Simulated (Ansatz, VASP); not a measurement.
**One calculation of Mo, two programs**

INCAR

```
PREC = Accurate
ENCUT = 520
EDIFF = 1E-7
ISMEAR = -1
SIGMA = 0.05
LREAL = F
LASPH = T
NELM = 80
ALGO = Normal
ISIF = 2
LWAVE = F
LCHARG = F
GGA = PE
NBANDS = 21
```

KPOINTS

```
Automatic mesh
0
Gamma
  14 14 14
```

Contents of POSCAR:

```
Mo
1.0
    0.0000000000      2.7954190311      2.7954190311
    2.7954190311      0.0000000000      2.7954190311
    2.7954190311      2.7954190311      0.0000000000
Mo
2
Direct
   -0.1250000000     -0.1250000000     -0.1250000000
    0.1250000000      0.1250000000      0.1250000000
```

Input for Ansatz:

```yaml
crystal:
  lattice:
    - [0.0, 2.7954190311, 2.7954190311]
    - [2.7954190311, 0.0, 2.7954190311]
    - [2.7954190311, 2.7954190311, 0.0]
  atoms:
    - { symbol: Mo, position: [-0.125, -0.125, -0.125] }
    - { symbol: Mo, position: [0.125, 0.125, 0.125] }
kpoints:
  mp_grid: { grid: [14, 14, 14] }
scf:
  occupations: { method: fermi_dirac, width: 0.05 }
hamiltonian:
  xc: pbe
  pseudopotentials: { kind: all_electron, lapw: { basis_error: 0.001 } }
output:
  forces: true
  stress: true
  eigenvalues: true
  populations: true
```

Change from the starting cell: volume scaled by 0.95, LAPW.

Alike in both runs: task single point; functional PBE; k mesh 14 × 14 × 14; occupations fermi-dirac, width 0.05 eV; no spin polarisation.

|  | VASP | Ansatz |
| --- | --- | --- |
| version | VASP 6.6.1 | Ansatz 0.2.0 |
| potentials or method | VASP PAW PBE potentials, release 64 (Mo_sv), cutoff 520 eV | all-electron LAPW, scalar-relativistic |

|  | VASP | Ansatz | Ansatz less VASP |
| --- | --- | --- | --- |
| pressure (GPa) | 6.6 | 6.1 | -0.54 |

Ansatz ran all-electron here, and VASP with PAW potentials.
